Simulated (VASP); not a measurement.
# MgH2 (MgH2 supercell) (P4_2/mnm) in VASP: notebook, part 2 of 2

VASP 6.6.1. Earlier steps stand in the parts before.

## (3) Relaxation of the atoms, PBE

File INCAR:

```
PREC     = Accurate       # precision mode
ENCUT    = 520            # plane-wave cutoff, eV
EDIFF    = 1E-7           # SCF threshold, eV
ISMEAR   = 0              # smearing method
SIGMA    = 0.01           # smearing width, eV
LREAL    = Auto         
LASPH    = T              # aspherical terms in the spheres
NELM     = 60             # most SCF steps
ALGO     = Normal         # electronic algorithm
ISIF     = 2              # what is computed and relaxed
LWAVE    = F              # write WAVECAR
LCHARG   = F              # write CHGCAR
GGA      = PE             # functional
IBRION   = 2              # ionic algorithm
NSW      = 80             # ionic steps
EDIFFG   = -0.005         # ionic threshold
```

File KPOINTS:

```
regular mesh
0
Gamma
  1 1 1
```

File POSCAR:

```
MgH2
1.0
    9.1236000000      0.0000000000      0.0000000000
    0.0000000000      9.1236000000      0.0000000000
    0.0000000000      0.0000000000      9.0615000000
Mg H
24 48
Direct
    0.0000000000      0.0000000000      0.0000000000
    0.0000000000      0.0000000000      0.3333333300
    0.0000000000      0.0000000000      0.6666666700
    0.0000000000      0.5000000000      0.0000000000
    0.0000000000      0.5000000000      0.3333333300
    0.0000000000      0.5000000000      0.6666666700
    0.5000000000      0.0000000000      0.0000000000
    0.5000000000      0.0000000000      0.3333333300
    0.5000000000      0.0000000000      0.6666666700
    0.5000000000      0.5000000000      0.0000000000
    0.5000000000      0.5000000000      0.3333333300
    0.5000000000      0.5000000000      0.6666666700
    0.2500000000      0.2500000000      0.1666666700
    0.2500000000      0.2500000000      0.5000000000
    0.2500000000      0.2500000000      0.8333333300
    0.2500000000      0.7500000000      0.1666666700
    0.2500000000      0.7500000000      0.5000000000
    0.2500000000      0.7500000000      0.8333333300
    0.7500000000      0.2500000000      0.1666666700
    0.7500000000      0.2500000000      0.5000000000
    0.7500000000      0.2500000000      0.8333333300
    0.7500000000      0.7500000000      0.1666666700
    0.7500000000      0.7500000000      0.5000000000
    0.7500000000      0.7500000000      0.8333333300
    0.1525500000      0.1525500000      0.0000000000
    0.1525500000      0.1525500000      0.3333333300
    0.1525500000      0.1525500000      0.6666666700
    0.1525500000      0.6525500000      0.0000000000
    0.1525500000      0.6525500000      0.3333333300
    0.1525500000      0.6525500000      0.6666666700
    0.6525500000      0.1525500000      0.0000000000
    0.6525500000      0.1525500000      0.3333333300
    0.6525500000      0.1525500000      0.6666666700
    0.6525500000      0.6525500000      0.0000000000
    0.6525500000      0.6525500000      0.3333333300
    0.6525500000      0.6525500000      0.6666666700
    0.0974500000      0.4025500000      0.1666666700
    0.0974500000      0.4025500000      0.5000000000
    0.0974500000      0.4025500000      0.8333333300
    0.0974500000      0.9025500000      0.1666666700
    0.0974500000      0.9025500000      0.5000000000
    0.0974500000      0.9025500000      0.8333333300
    0.5974500000      0.4025500000      0.1666666700
    0.5974500000      0.4025500000      0.5000000000
    0.5974500000      0.4025500000      0.8333333300
    0.5974500000      0.9025500000      0.1666666700
    0.5974500000      0.9025500000      0.5000000000
    0.5974500000      0.9025500000      0.8333333300
    0.3474500000      0.3474500000      0.0000000000
    0.3474500000      0.3474500000      0.3333333300
    0.3474500000      0.3474500000      0.6666666700
    0.3474500000      0.8474500000      0.0000000000
    0.3474500000      0.8474500000      0.3333333300
    0.3474500000      0.8474500000      0.6666666700
    0.8474500000      0.3474500000      0.0000000000
    0.8474500000      0.3474500000      0.3333333300
    0.8474500000      0.3474500000      0.6666666700
    0.8474500000      0.8474500000      0.0000000000
    0.8474500000      0.8474500000      0.3333333300
    0.8474500000      0.8474500000      0.6666666700
    0.4025500000      0.0974500000      0.1666666700
    0.4025500000      0.0974500000      0.5000000000
    0.4025500000      0.0974500000      0.8333333300
    0.4025500000      0.5974500000      0.1666666700
    0.4025500000      0.5974500000      0.5000000000
    0.4025500000      0.5974500000      0.8333333300
    0.9025500000      0.0974500000      0.1666666700
    0.9025500000      0.0974500000      0.5000000000
    0.9025500000      0.0974500000      0.8333333300
    0.9025500000      0.5974500000      0.1666666700
    0.9025500000      0.5974500000      0.5000000000
    0.9025500000      0.5974500000      0.8333333300
```

Potentials or basis: VASP PAW PBE potentials, release 64 (Mg, H).

Run with:

```bash
> cat potpaw_PBE.64/Mg/POTCAR potpaw_PBE.64/H/POTCAR > POTCAR
> mpirun -np 1 vasp_gam > vasp.out
```

OUTCAR:

```text
PREC = Accurate
   ENCUT = 520
   EDIFF = 1E-7
   ISMEAR = 0
   LREAL = Auto
   LASPH = T
   NELM = 60
   ISIF = 2
   GGA = PE
   IBRION = 2
   NSW = 80
   EDIFFG = -0.005

 ion  position               nearest neighbor table
   1  0.000  0.000  0.000-  40 1.97  42 1.97  67 1.97  69 1.97  25 1.97  58 1.97   2 3.02   3 3.02
                            22 3.56  24 3.56  13 3.56  15 3.56  16 3.56  18 3.56  19 3.56  21 3.56
   2  0.000  0.000  0.333-  40 1.97  67 1.97  41 1.97  68 1.97  26 1.97  59 1.97   1 3.02   3 3.02
                            19 3.56  22 3.56  13 3.56  16 3.56  17 3.56  23 3.56  14 3.56  20 3.56
   3  0.000  0.000  0.667-  42 1.97  69 1.97  68 1.97  41 1.97  27 1.97  60 1.97   1 3.02   2 3.02
                            21 3.56  24 3.56  15 3.56  18 3.56  23 3.56  14 3.56  20 3.56  17 3.56
   4  0.000  0.500  0.000-  37 1.97  39 1.97  70 1.97  72 1.97  28 1.97  55 1.97   5 3.02   6 3.02
                            22 3.56  24 3.56  13 3.56  15 3.56  16 3.56  18 3.56  19 3.56  21 3.56
   5  0.000  0.500  0.333-  37 1.97  70 1.97  38 1.97  71 1.97  29 1.97  56 1.97   4 3.02   6 3.02
                            19 3.56  22 3.56  13 3.56  16 3.56  17 3.56  23 3.56  14 3.56  20 3.56
   6  0.000  0.500  0.667-  39 1.97  72 1.97  71 1.97  38 1.97  30 1.97  57 1.97   4 3.02   5 3.02
                            21 3.56  24 3.56  15 3.56  18 3.56  23 3.56  14 3.56  20 3.56  17 3.56
   7  0.500  0.000  0.000-  46 1.97  48 1.97  61 1.97  63 1.97  31 1.97  52 1.97   8 3.02   9 3.02
                            22 3.56  24 3.56  13 3.56  15 3.56  16 3.56  18 3.56  19 3.56  21 3.56
   8  0.500  0.000  0.333-  46 1.97  61 1.97  47 1.97  62 1.97  32 1.97  53 1.97   7 3.02   9 3.02
                            19 3.56  22 3.56  13 3.56  16 3.56  17 3.56  23 3.56  14 3.56  20 3.56
   9  0.500  0.000  0.667-  48 1.97  63 1.97  62 1.97  47 1.97  33 1.97  54 1.97   7 3.02   8 3.02
[... 86 lines left out ...]
 A1 = (   9.1236000000,   0.0000000000,   0.0000000000)
 A2 = (   0.0000000000,   9.1236000000,   0.0000000000)
 A3 = (   0.0000000000,   0.0000000000,   9.0615000000)
[... 396 lines left out ...]

 number of electron      96.0000005 magnetization

 Free energy of the ion-electron system (eV)
  ---------------------------------------------------
  ext. energy  EPLUGINS =         0.00000000
  ---------------------------------------------------
  free energy    TOTEN  =      -210.71171770 eV

  energy without entropy =     -210.71171770  energy(sigma->0) =     -210.71171770

 E-fermi :  -0.9835     XC(G=0):  -8.3054

 val. band max:       -1.0721344249   @ k =   0.0000   0.0000   0.0000
 cond. band min:       4.0634195432   @ k =   0.0000   0.0000   0.0000
 fundamental gap:      5.1355539681
 Fermi energy:        -0.9834764076

 k-point     1 :       0.0000    0.0000    0.0000
  band No.  band energies     occupation
      1      -7.0031      2.00000
      2      -5.4306      2.00000
      3      -5.4306      2.00000
      4      -5.4306      2.00000
      5      -5.4306      2.00000
      6      -5.3985      2.00000
[... 52 lines left out ...]
     59       4.5508      0.00000
     60       4.5508      0.00000
 [bands above 60 left out]

------------------------ aborting loop because EDIFF is reached ----------------------------------------

  FORCE on cell =-STRESS in cart. coord.  units (eV):
  Direction    XX          YY          ZZ          XY          YZ          ZX
  --------------------------------------------------------------------------------------
  -------------------------------------------------------------------------------------
  Total       -3.8128072     -3.8128072     -5.8996685     -0.0000000      0.0000000      0.0000000
  in kB       -8.0988408     -8.0988408    -12.5315741     -0.0000000      0.0000000      0.0000000
  external PRESSURE =      -9.5764186 kB  Pullay stress =       0.0000000 kB
[... 87 lines left out ...]
  FREE ENERGIE OF THE ION-ELECTRON SYSTEM (eV)
  ---------------------------------------------------
  free  energy   TOTEN  =      -210.7117176981 eV

  energy  without entropy=     -210.7117176981  energy(sigma->0) =     -210.71171770

 reached required accuracy - stopping structural energy minimisation
```

OSZICAR:

```text
N       E                     dE             d eps       ncg     rms          rms(c)
DAV:   1     0.288676733986E+03    0.28868E+03   -0.36613E+04   170   0.933E+02
DAV:   2    -0.161969900334E+03   -0.45065E+03   -0.39705E+03   276   0.150E+02
DAV:   3    -0.224134803025E+03   -0.62165E+02   -0.61046E+02   207   0.534E+01
[... 19 lines left out ...]
DAV:   2    -0.210711742943E+03    0.36958E-04   -0.22213E-04   180   0.412E-02    0.318E-02
DAV:   3    -0.210711717345E+03    0.25598E-04   -0.36070E-05   199   0.129E-02    0.100E-03
DAV:   4    -0.210711717574E+03   -0.22935E-06   -0.95943E-07   172   0.233E-03    0.517E-04
DAV:   5    -0.210711717714E+03   -0.13913E-06   -0.21854E-08    90   0.499E-04    0.197E-04
DAV:   6    -0.210711717698E+03    0.15440E-07   -0.26017E-09   100   0.145E-04
   3 F= -.21071172E+03 E0= -.21071172E+03  d E =-.513800E-03
```

Run time: 3.9 min. Hardware: 1 thread of Intel Xeon Platinum 8375C at 2.90GHz (Ice Lake), shared host; peak memory 0.69 GiB.

Results:

```yaml
Free_energy: -210.7117 eV
Energy_gained_by_relaxing: 0.0 meV/atom
Ionic_steps: 3
Pressure_after_relaxing: -1.0 GPa
Band_gap_on_the_k_mesh: 5.14 eV
```

Stress tensor (GPa, compression positive):
```
-0.81  0.00  0.00
 0.00 -0.81  0.00
 0.00  0.00 -1.25
```

Step by step:
| step | energy change (eV) | largest force (eV/Å) | pressure (GPa) |
| --- | --- | --- | --- |
| 1 | 0.0000 | 0.0111 | -0.95 |
| 2 | -0.0002 | 0.0080 | -0.95 |
| 3 | -0.0005 | 0.0000 | -0.96 |

Caveat: the k points lie up to 0.69 Å⁻¹ apart. A k mesh can miss the band edges.
